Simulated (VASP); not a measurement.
Here is a VASP 6.6.1 calculation.

The input INCAR:

```
SYSTEM = Ge2Br
PREC     = Accurate       ! precision mode
ENCUT    = 520            ! plane-wave cutoff, eV
EDIFF    = 1E-7           ! SCF threshold, eV
ISMEAR   = 0              ! smearing method
SIGMA    = 0.1            ! smearing width, eV
LREAL    = .False.        ! projectors in reciprocal space
LASPH    = .True.         ! aspherical terms in the spheres
NELM     = 60             ! most SCF steps
ALGO     = Normal         ! electronic algorithm
ISIF     = 2              ! what is computed and relaxed
LWAVE    = .False.        ! write WAVECAR
LCHARG   = .False.        ! write CHGCAR
GGA      = PE             ! functional
NBANDS   = 24             ! bands
```

KPOINTS

```
Automatic mesh
0
Gamma
  18 18 4
  0 0 0
```

The input POSCAR:

```
Ge2Br
1.0
    3.2534670327      0.0000000000      0.0000000000
   -1.6267335164      2.8175851007      0.0000000000
    0.0000000000      0.0000000000     13.2344437072
Ge Br
2 1
Direct
    0.3333333333      0.6666666667      0.8278857412
    0.3333333333      0.6666666667      0.1721142588
    0.0000000000      0.0000000000      0.0000000000
```

Potentials or basis: VASP PAW PBE potentials, release 64 (Ge_d, Br).

Launch:

```bash
$ cat potpaw_PBE.64/Ge_d/POTCAR potpaw_PBE.64/Br/POTCAR > POTCAR
$ mpirun -np 1 vasp_std > vasp.out
```

Question: Estimate the band gap on the k mesh.

Answer: Zero (an odd number of electrons rules out a gap without spin polarisation).

Question: Predict the largest force.

Answer: 0.007 eV/Å.

Forces in eV/Å, atoms in the order of the input:
```
Ge   0.000  0.000 -0.007
Ge   0.000  0.000  0.007
Br   0.000  0.000  0.000
```

Caveat: an odd number of electrons without spin polarisation forces a metal; a magnetic or distorted state may lie lower.
